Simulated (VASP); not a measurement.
Set up this calculation in VASP 6.6.1, as the native input.

```yaml
Task: relaxation of cell and atoms
Functional: PBE
Potentials_or_basis: VASP PAW PBE potentials, release 64 (Cd)
Cutoff: 500 eV
k_mesh: 6 × 6 × 6
Occupations: gaussian, width 0.05 eV
Spin: no spin polarisation
Dipole_correction: no
Further_INCAR_settings: ALGO = Normal; EDIFF = 1e-07; IBRION = 2; EDIFFG = -0.01; NSW = 60; ISIF = 3
```

The structure of Cd lies in POSCAR:

```
Cd
1.0
    0.0000000000      3.0400000000      3.0400000000
    3.0400000000      0.0000000000      3.0400000000
    3.0400000000      3.0400000000      0.0000000000
Cd
2
Direct
    1.0000000000      1.0000000000      1.0000000000
    0.2500000000      0.2500000000      0.2500000000
```

This isn't the form of Cd at room conditions, which is hcp.

These files were run (other wordings do the same):

INCAR

```
SYSTEM = Cd
PREC     = Accurate       ! precision mode
ENCUT    = 500            ! plane-wave cutoff, eV
EDIFF    = 1E-7           ! SCF threshold, eV
ISMEAR   = 0              ! smearing method
SIGMA    = 0.05           ! smearing width, eV
LREAL    = .False.        ! projectors in reciprocal space
LASPH    = .True.         ! aspherical terms in the spheres
NELM     = 120            ! most SCF steps
ALGO     = Normal         ! electronic algorithm
ISIF     = 3              ! what is computed and relaxed
LWAVE    = .False.        ! write WAVECAR
LCHARG   = .False.        ! write CHGCAR
GGA      = PE             ! functional
IBRION   = 2              ! ionic algorithm
NSW      = 60             ! ionic steps
EDIFFG   = -0.01          ! ionic threshold
GGA_COMPAT= .False.      
NELMIN   = 4
```

KPOINTS

```
regular mesh
0
Gamma
  6 6 6
  0 0 0
```

Potentials or basis: VASP PAW PBE potentials, release 64 (Cd).

Command:

```sh
$ cat potpaw_PBE.64/Cd/POTCAR > POTCAR
$ mpirun -np 1 vasp_std > vasp.out
```

Results of the run:

The relaxed volume is 37.64 Å³/atom, the relaxed cell is a = 4.740 Å, b = 4.740 Å, c = 4.740 Å, α = 60.00°, β = 60.00°, γ = 60.00° and the space group after relaxing (to 0.1 Å) is Fd-3m (No. 227). The energy gained by relaxing is 240.4 meV/atom and the ionic steps are 4. The pressure after relaxing is 0.0 GPa and the band gap on the k mesh is zero (bands 12 and 13 overlap by 4.59 eV).

Caveat: the volume moved by over 15 % at a fixed basis, so the end points are rough.

Run time: 41 s on 1 thread of Intel(R) Xeon(R) Platinum 8488C (Sapphire Rapids), on a shared host, peak memory 0.18 GiB.
